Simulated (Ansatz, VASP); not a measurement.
**One calculation of CdSe, two programs**

```xyz
2
Lattice="0.0229 3.0035 2.9919 3.0399 -0.0148 3.0296 3.1148 3.1160 -0.0896" Properties=species:S:1:pos:R:3 pbc="T T T"
Cd    0.1880    2.9617    2.8233
Se    4.7106    4.5698    4.2519
```

Alike in both runs: task single point; functional PBE; k mesh 4 × 4 × 4; no spin polarisation.

|  | VASP | Ansatz |
| --- | --- | --- |
| version | VASP 6.6.1 | Ansatz 0.2.0 |
| potentials or method | VASP PAW PBE potentials, release 64 (Cd, Se), cutoff 520 eV | plane waves, PAW |
| occupations | gaussian, width 0.01 eV | fixed |
| valence electrons in the cell | 18 | 36 |

Ansatz gave:

```
pressure (GPa)                                                : 2.1
traceless stress, the component that is largest in VASP (GPa) : -1.90
rms of the force components (eV/Å)                            : 0.293
```

Question: Estimate VASP's values.

Answer: Pressure (GPa): 2.4; traceless stress, the component that is largest in VASP (GPa): -1.95; rms of the force components (eV/Å): 0.303.

Atom by atom the forces differ by 0.010 eV/Å (rms over components). VASP's potentials hold 18 valence electrons a cell and Ansatz's 36, so a difference there can come from the potentials and not from the codes. Ansatz's warnings: stress scf threshold loose.

The k mesh is coarse, so the values compare programs but aren't converged.
